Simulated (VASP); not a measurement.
# TiC (Fm-3m) in VASP: settings compared

Aim: see how the results for TiC move with the level of theory and the settings. Levels: LDA, PBEsol, r2SCAN. Tasks: electric field gradients.

Everything below comes from runs of VASP 6.6.1. Logs are shortened: lines on timing, memory, paths and dates and some standing lists are left out, and cuts for length are marked.

### Step 1. The cell of the first run

It takes space group Fm-3m (No. 225, cubic). Conventional cell: a = 4.328 Å, b = 4.328 Å, c = 4.328 Å, α = 90.00°, β = 90.00°, γ = 90.00°. Within 2.9 Å of Ti (site symmetry m-3m) lie 6 C at 2.16 Å. Within 2.9 Å of C (site symmetry m-3m) lie 6 Ti at 2.16 Å.

### Step 2. Electric field gradients, LDA

Input file INCAR:

```
PREC     = Accurate       # precision mode
ENCUT    = 520            # plane-wave cutoff, eV
EDIFF    = 1E-8           # SCF threshold, eV
ISMEAR   = -1             # smearing method
SIGMA    = 0.03           # smearing width, eV
LREAL    = F              # projectors in reciprocal space
LASPH    = T              # aspherical terms in the spheres
NELM     = 60             # most SCF steps
ALGO     = Normal         # electronic algorithm
ISIF     = 2              # what is computed and relaxed
LWAVE    = F              # write WAVECAR
LCHARG   = F              # write CHGCAR
GGA      = CA             # functional
LEFG     = T            
NBANDS   = 15             # bands
```

Input file KPOINTS:

```
regular mesh
0
Gamma
  16 16 16
```

Input file POSCAR:

```
TiC
1.0
    0.0000000000      2.1640000000      2.1640000000
    2.1640000000      0.0000000000      2.1640000000
    2.1640000000      2.1640000000      0.0000000000
Ti C
1 1
Direct
    0.0000000000      0.0000000000      0.0000000000
    0.5000000000      0.5000000000      0.5000000000
```

Potentials or basis: VASP PAW LDA potentials, release 64 (Ti_sv, C).

Run with:

```
$ cat potpaw_LDA.64/Ti_sv/POTCAR potpaw_LDA.64/C/POTCAR > POTCAR
$ mpirun -np 1 vasp_std > vasp.out
```

OUTCAR:

```text
PREC = Accurate
   ENCUT = 520
   EDIFF = 1E-8
   ISMEAR = -1
   LREAL = F
   LASPH = T
   NELM = 60
   ISIF = 2
   GGA = CA

 ion  position               nearest neighbor table
   1  0.000  0.000  0.000-   2 2.16   2 2.16   2 2.16   2 2.16   2 2.16   2 2.16
   2  0.500  0.500  0.500-   1 2.16   1 2.16   1 2.16   1 2.16   1 2.16   1 2.16

  LATTYP: Found a face centered cubic cell.
 ALAT       =     4.3280000000

  Lattice vectors:

 A1 = (   0.0000000000,   2.1640000000,   2.1640000000)
 A2 = (   2.1640000000,   0.0000000000,   2.1640000000)
 A3 = (   2.1640000000,   2.1640000000,   0.0000000000)

Analysis of symmetry for initial positions (statically):
=====================================================================
 Subroutine PRICEL returns:
 Original cell was already a primitive cell.

 Routine SETGRP: Setting up the symmetry group for a
 face centered cubic supercell.

 Subroutine GETGRP returns: Found 48 space group operations
 (whereof 48 operations were pure point group operations)
 out of a pool of 48 trial point group operations.

The static configuration has the point symmetry O_h .

Analysis of symmetry for dynamics (positions and initial velocities):
=====================================================================
 Subroutine PRICEL returns:
 Original cell was already a primitive cell.

 Routine SETGRP: Setting up the symmetry group for a
 face centered cubic supercell.

 Subroutine GETGRP returns: Found 48 space group operations
 (whereof 48 operations were pure point group operations)
 out of a pool of 48 trial point group operations.

The dynamic configuration has the point symmetry O_h .

 Subroutine INISYM returns: Found 48 space group operations
 (whereof 48 operations are pure point group operations),
 and found     1 'primitive' translations

----------------------------------------------------------------------------------------

                                     Primitive cell

  volume of cell :      20.2676

  direct lattice vectors                    reciprocal lattice vectors
     0.000000000  2.164000000  2.164000000    -0.231053604  0.231053604  0.231053604
     2.164000000  0.000000000  2.164000000     0.231053604 -0.231053604  0.231053604
     2.164000000  2.164000000  0.000000000     0.231053604  0.231053604 -0.231053604

  length of vectors
     3.060358149  3.060358149  3.060358149     0.400196582  0.400196582  0.400196582

[... 127 lines left out ...]
 E-fermi :   9.2388     XC(G=0): -12.9889

 val. band max:        9.2318182893   @ k =  -0.0625   0.0625   0.0000
 cond. band min:       9.2404900603   @ k =   0.1250   0.0625   0.0000
 fundamental gap:      0.0086717710
 Fermi energy:         9.2387689352

 k-point     1 :       0.0000    0.0000    0.0000
  band No.  band energies     occupation
      1     -46.6098      2.00000
      2     -23.0151      2.00000
      3     -23.0151      2.00000
      4     -23.0151      2.00000
      5      -2.9611      2.00000
      6       9.8915      0.00000
      7       9.8915      0.00000
      8       9.8915      0.00000
      9      10.9511      0.00000
     10      10.9511      0.00000
     11      10.9511      0.00000
     12      10.9777      0.00000
     13      10.9777      0.00000
     14      19.8979      0.00000
[... 401 lines left out ...]
      2     -23.0640      2.00000
      3     -23.0287      2.00000
      4     -23.0163      2.00000
      5      -2.7253      2.00000
      6       9.0286      1.99819
      7       9.1939      1.63414
      8       9.2318      1.11533
      9      10.0029      0.00000
     10      10.6134      0.00000
     11      11.5217      0.00000
     12      12.0971      0.00000
     13      12.9611      0.00000
     14      20.2833      0.00000
     15      23.4022      0.00000

 [... further k-points ...]
[... 5 lines left out ...]
  --------------------------------------------------------------------------------------
  -------------------------------------------------------------------------------------
  Total       -1.4386798     -1.4386798     -1.4386798      0.0000000      0.0000000      0.0000000
  in kB     -113.7294598   -113.7294598   -113.7294598      0.0000000      0.0000000      0.0000000
  external PRESSURE =    -113.7294598 kB  Pullay stress =       0.0000000 kB

 VOLUME and BASIS-vectors are now :
 -----------------------------------------------------------------------------
  energy-cutoff  :      520.00
  volume of cell :       20.27
      direct lattice vectors                 reciprocal lattice vectors
     0.000000000  2.164000000  2.164000000    -0.231053604  0.231053604  0.231053604
     2.164000000  0.000000000  2.164000000     0.231053604 -0.231053604  0.231053604
     2.164000000  2.164000000  0.000000000     0.231053604  0.231053604 -0.231053604

 POSITION                                       TOTAL-FORCE (eV/Angst)
 -----------------------------------------------------------------------------------
      0.00000      0.00000      0.00000         0.000000     -0.000000      0.000000
      2.16400      2.16400      2.16400         0.000000      0.000000      0.000000
 -----------------------------------------------------------------------------------
    total drift:                                0.000000     -0.000000     -0.000000

  FREE ENERGIE OF THE ION-ELECTRON SYSTEM (eV)
  ---------------------------------------------------
  free  energy   TOTEN  =       -20.5068844768 eV

  energy  without entropy=      -20.5055861986  energy(sigma->0) =      -20.50623534

 Electric field gradients (V/A^2)
---------------------------------------------------------------------
 ion       V_xx      V_yy      V_zz      V_xy      V_xz      V_yz
---------------------------------------------------------------------
   1      -0.000     0.000    -0.000     0.000     0.000     0.000
   2      -0.000    -0.000     0.000     0.000     0.000     0.000
---------------------------------------------------------------------

 Electric field gradients after diagonalization (V/A^2)
 (convention: |V_zz| > |V_xx| > |V_yy|)
----------------------------------------------------------------------
 ion       V_xx      V_yy      V_zz     asymmetry (V_yy - V_xx)/ V_zz
----------------------------------------------------------------------
   1      -0.000    -0.000     0.001       0.000
   2      -0.000    -0.000     0.000       0.000
----------------------------------------------------------------------

           NMR quadrupolar parameters

 Cq : quadrupolar parameter    Cq=e*Q*V_zz/h
 eta: asymmetry parameters     (V_yy - V_xx)/ V_zz
 Q  : nuclear electric quadrupole moment in mb (millibarn)
----------------------------------------------------------------------
 ion       Cq(MHz)       eta       Q (mb)
----------------------------------------------------------------------
   1       0.000       0.000       1.000
   2       0.000       0.000       1.000
----------------------------------------------------------------------
```

OSZICAR:

```text
N       E                     dE             d eps       ncg     rms          rms(c)
DAV:   1     0.114150106980E+03    0.11415E+03   -0.79245E+03  4372   0.126E+03
DAV:   2    -0.187414091373E+02   -0.13289E+03   -0.12481E+03  4609   0.331E+02
DAV:   3    -0.258287209477E+02   -0.70873E+01   -0.69800E+01  5538   0.754E+01
DAV:   4    -0.260608265410E+02   -0.23211E+00   -0.23187E+00  5675   0.123E+01
DAV:   5    -0.260653142073E+02   -0.44877E-02   -0.44873E-02  5448   0.153E+00    0.180E+01
DAV:   6    -0.212453007396E+02    0.48200E+01   -0.11966E+01  6205   0.562E+01    0.711E+00
DAV:   7    -0.205635017588E+02    0.68180E+00   -0.22565E+00  5169   0.215E+01    0.489E+00
DAV:   8    -0.205366242409E+02    0.26878E-01   -0.11691E-01  4890   0.331E+00    0.358E+00
DAV:   9    -0.205107175039E+02    0.25907E-01   -0.10627E-01  5924   0.439E+00    0.720E-01
DAV:  10    -0.205095725720E+02    0.11449E-02   -0.12067E-02  5596   0.133E+00    0.645E-01
DAV:  11    -0.205071758926E+02    0.23967E-02   -0.31733E-03  5043   0.828E-01    0.240E-01
DAV:  12    -0.205069090744E+02    0.26682E-03   -0.47928E-04  5907   0.336E-01    0.499E-02
DAV:  13    -0.205068844752E+02    0.24599E-04   -0.68471E-05  5460   0.102E-01    0.930E-03
DAV:  14    -0.205068846746E+02   -0.19942E-06   -0.45102E-06  4756   0.180E-02    0.349E-03
DAV:  15    -0.205068845467E+02    0.12794E-06   -0.79233E-07  5295   0.146E-02    0.368E-03
DAV:  16    -0.205068844825E+02    0.64239E-07   -0.11575E-07  4889   0.571E-03    0.468E-04
DAV:  17    -0.205068844768E+02    0.56164E-08   -0.48409E-09  3600   0.125E-03
   1 F= -.20506884E+02 E0= -.20506235E+02  d E =-.129828E-02
```

Wall time 22 s (1 thread of Intel Xeon Platinum 8488C (Sapphire Rapids), shared host); peak memory 0.16 GiB.

Results:

| Item | Value |
| --- | --- |
| Free energy | -20.5069 eV |
| Pressure | -11.4 GPa |
| Band gap on the k mesh | zero (bands 8 and 9 overlap by 1.04 eV) |
| Largest electric field gradient by atom | under 0.05 V/Å² on every atom |

Levels at points of the mesh, in eV from the Fermi level:
| k point | band 4 | band 5 | band 6 | band 7 | band 8 | band 9 | band 10 | band 11 | band 12 | band 13 |
| --- | --- | --- | --- | --- | --- | --- | --- | --- | --- | --- |
| (0.00, 0.00, 0.00) | -32.25 | -12.20 | 0.65 | 0.65 | 0.65 | 1.71 | 1.71 | 1.71 | 1.74 | 1.74 |
| (0.50, 0.00, 0.00) | -32.30 | -8.65 | -5.81 | -2.88 | -2.88 | 2.90 | 2.90 | 4.10 | 8.21 | 8.21 |
| (0.50, 0.50, 0.00) | -32.43 | -9.91 | -3.35 | -1.66 | 0.02 | 0.02 | 2.75 | 3.50 | 3.50 | 5.91 |

Caveat: the cell stands under tension.

### Step 3. Electric field gradients, PBEsol

Input file INCAR:

```
SYSTEM = TiC
ALGO     = Normal         ! electronic algorithm
EDIFF    = 1E-8           ! SCF threshold, eV
ENCUT    = 520            ! plane-wave cutoff, eV
GGA      = PS             ! functional
ISIF     = 2              ! what is computed and relaxed
ISMEAR   = -1             ! smearing method
LASPH    = .True.         ! aspherical terms in the spheres
LCHARG   = .False.        ! write CHGCAR
LEFG     = .True.       
LREAL    = .False.        ! projectors in reciprocal space
LWAVE    = .False.        ! write WAVECAR
NBANDS   = 15             ! bands
NELM     = 100            ! most SCF steps
PREC     = Accurate       ! precision mode
SIGMA    = 0.03           ! smearing width, eV
```

Input file KPOINTS:

```
k-points
0
Gamma
  16 16 16
  0 0 0
```

POSCAR is that of step 2.

Potentials or basis: VASP PAW PBE potentials, release 64 (Ti_sv, C).

Run with:

```
$ cat potpaw_PBE.64/Ti_sv/POTCAR potpaw_PBE.64/C/POTCAR > POTCAR
$ mpirun -np 1 vasp_std > vasp.out
```

OUTCAR:

```text
SYSTEM = TiC
   EDIFF = 1E-8
   ENCUT = 520
   GGA = PS
   ISIF = 2
   ISMEAR = -1
   LASPH = .True.
   LREAL = .False.
   NELM = 100
   PREC = Accurate

 ion  position               nearest neighbor table
   1  0.000  0.000  0.000-   2 2.16   2 2.16   2 2.16   2 2.16   2 2.16   2 2.16
   2  0.500  0.500  0.500-   1 2.16   1 2.16   1 2.16   1 2.16   1 2.16   1 2.16

  LATTYP: Found a face centered cubic cell.
 ALAT       =     4.3280000000

  Lattice vectors:

 A1 = (   0.0000000000,   2.1640000000,   2.1640000000)
[... 644 lines left out ...]
  ---------------------------------------------------
  free  energy   TOTEN  =       -19.7934554847 eV

  energy  without entropy=      -19.7921324388  energy(sigma->0) =      -19.79279396

 Electric field gradients (V/A^2)
---------------------------------------------------------------------
 ion       V_xx      V_yy      V_zz      V_xy      V_xz      V_yz
---------------------------------------------------------------------
   1       0.000     0.000    -0.000     0.000     0.000     0.000
   2       0.000    -0.000    -0.000     0.000     0.000     0.000
---------------------------------------------------------------------

 Electric field gradients after diagonalization (V/A^2)
 (convention: |V_zz| > |V_xx| > |V_yy|)
----------------------------------------------------------------------
 ion       V_xx      V_yy      V_zz     asymmetry (V_yy - V_xx)/ V_zz
----------------------------------------------------------------------
   1      -0.000    -0.000     0.001       0.000
   2      -0.000    -0.000     0.000       0.000
----------------------------------------------------------------------

           NMR quadrupolar parameters

 Cq : quadrupolar parameter    Cq=e*Q*V_zz/h
 eta: asymmetry parameters     (V_yy - V_xx)/ V_zz
 Q  : nuclear electric quadrupole moment in mb (millibarn)
----------------------------------------------------------------------
 ion       Cq(MHz)       eta       Q (mb)
----------------------------------------------------------------------
   1       0.000       0.000       1.000
   2       0.000       0.000       1.000
----------------------------------------------------------------------
```

OSZICAR:

```text
N       E                     dE             d eps       ncg     rms          rms(c)
DAV:   1     0.115188651675E+03    0.11519E+03   -0.79170E+03  4379   0.127E+03
DAV:   2    -0.178655397513E+02   -0.13305E+03   -0.12492E+03  4623   0.332E+02
DAV:   3    -0.249827811489E+02   -0.71172E+01   -0.70075E+01  5574   0.758E+01
DAV:   4    -0.252116460267E+02   -0.22886E+00   -0.22863E+00  5603   0.123E+01
DAV:   5    -0.252160043104E+02   -0.43583E-02   -0.43579E-02  5513   0.152E+00    0.184E+01
DAV:   6    -0.203833720283E+02    0.48326E+01   -0.11222E+01  6161   0.559E+01    0.669E+00
DAV:   7    -0.198381525118E+02    0.54522E+00   -0.19504E+00  5114   0.197E+01    0.499E+00
DAV:   8    -0.198053274638E+02    0.32825E-01   -0.10962E-01  4925   0.374E+00    0.311E+00
DAV:   9    -0.197978992363E+02    0.74282E-02   -0.92554E-02  5705   0.388E+00    0.848E-01
DAV:  10    -0.197957376199E+02    0.21616E-02   -0.10818E-02  5767   0.145E+00    0.680E-01
DAV:  11    -0.197935230150E+02    0.22146E-02   -0.37107E-03  5078   0.854E-01    0.139E-01
DAV:  12    -0.197934658491E+02    0.57166E-04   -0.28650E-04  5092   0.163E-01    0.495E-02
DAV:  13    -0.197934556297E+02    0.10219E-04   -0.28401E-05  5400   0.431E-02    0.597E-03
DAV:  14    -0.197934557084E+02   -0.78629E-07   -0.70777E-07  5139   0.679E-03    0.429E-03
DAV:  15    -0.197934553880E+02    0.32032E-06   -0.25019E-07  5859   0.854E-03    0.174E-03
DAV:  16    -0.197934554673E+02   -0.79285E-07   -0.37591E-08  4661   0.237E-03    0.492E-04
DAV:  17    -0.197934554866E+02   -0.19320E-07   -0.20200E-09  2903   0.481E-04    0.115E-04
DAV:  18    -0.197934554847E+02    0.19570E-08   -0.60833E-10  2511   0.266E-04
   1 F= -.19793455E+02 E0= -.19792794E+02  d E =-.132305E-02
```

stdout:

```text
POSCAR found type information on POSCAR TiC
 POSCAR found :  2 types and       2 ions
 scaLAPACK will be used
 -----------------------------------------------------------------------------
|                                                                             |
|                                                                             |
|     You enforced a specific xc type in the INCAR file but a different       |
|     I HOPE YOU KNOW WHAT YOU ARE DOING!                                     |
|                                                                             |
 -----------------------------------------------------------------------------

 LDA part: xc-table for (Slater+PW92), standard interpolation
 POSCAR, INCAR and KPOINTS ok, starting setup
 FFT: planning ... GRIDC
 FFT: planning ... GRID_SOFT
 FFT: planning ... GRID
 WAVECAR not read
 entering main loop
ion   1

ion   2
```

Wall time 24 s (1 thread of Intel Xeon Platinum 8488C (Sapphire Rapids), shared host); peak memory 0.16 GiB.

What came out:

```yaml
Free_energy: -19.7935 eV
Pressure: -5.9 GPa
Band_gap_on_the_k_mesh: zero (bands 8 and 9 overlap by 1.07 eV)
Largest_electric_field_gradient_by_atom: under 0.05 V/Å² on every atom
```

Caveat: the cell stands under tension; the PAW data sets were made with another functional, which shifts forces and pressure a little.

(Continued in part 2 of 2.)
